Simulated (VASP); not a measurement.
Set up this calculation in VASP 6.6.1, as the native input.

* Task: relaxation of cell and atoms
* Functional: PBE
* Potentials or basis: VASP PAW PBE potentials, release 64 (Ga_d)
* Cutoff: 600 eV
* k mesh: 8 × 8 × 8
* Occupations: gaussian, width 0.1 eV
* Spin: no spin polarisation
* Dipole correction: no
* Further INCAR settings: ALGO = Normal; EDIFF = 1e-06; IBRION = 2; EDIFFG = -0.01; NSW = 100; ISIF = 3

The structure of Ga lies in POSCAR:

```
Ga
1.0
   -2.9924103506      2.9924103506      2.9924103506
    2.9924103506     -2.9924103506      2.9924103506
    2.9924103506      2.9924103506     -2.9924103506
Ga
6
Direct
    0.2500000000      0.1250000000      0.8750000000
    0.1250000000      0.8750000000      0.2500000000
    0.7500000000      0.3750000000      0.6250000000
    0.8750000000      0.2500000000      0.1250000000
    0.6250000000      0.7500000000      0.3750000000
    0.3750000000      0.6250000000      0.7500000000
```

One way to write it, as run:

INCAR

```
SYSTEM = Ga
PREC = Accurate
ENCUT = 600
EDIFF = 1E-6
ISMEAR = 0
SIGMA = 0.1
LREAL = .FALSE.
LASPH = .TRUE.
NELM = 100
ALGO = Normal
ISIF = 3
LWAVE = .FALSE.
LCHARG = .FALSE.
GGA = PE
IBRION = 2
NSW = 100
EDIFFG = -0.01
```

KPOINTS

```
Automatic mesh
0
G
  8 8 8
  0 0 0
```

Potentials or basis: VASP PAW PBE potentials, release 64 (Ga_d).

Launch:

```sh
$ cat potpaw_PBE.64/Ga_d/POTCAR > POTCAR
$ mpirun -np 1 vasp_std > vasp.out
```

It gave:

```yaml
Relaxed_volume: 18.97 Å³/atom
Relaxed_cell: a = 5.288 Å, b = 5.288 Å, c = 5.288 Å, α = 109.47°, β = 109.47°, γ = 109.47°
Space_group_after_relaxing_to_0.05_Å: I-43d (No. 220)
Energy_gained_by_relaxing: 10.9 meV/atom
Ionic_steps: 4
Pressure_after_relaxing: 0.0 GPa
Band_gap_on_the_k_mesh: zero (band 39 reaches 7.24 eV, above the bottom of band 40 at 3.61 eV)
```

It took 9.7 min on 1 thread of AMD EPYC 7R13 Processor (Zen 3), on a shared host, peak memory 0.3 GiB.
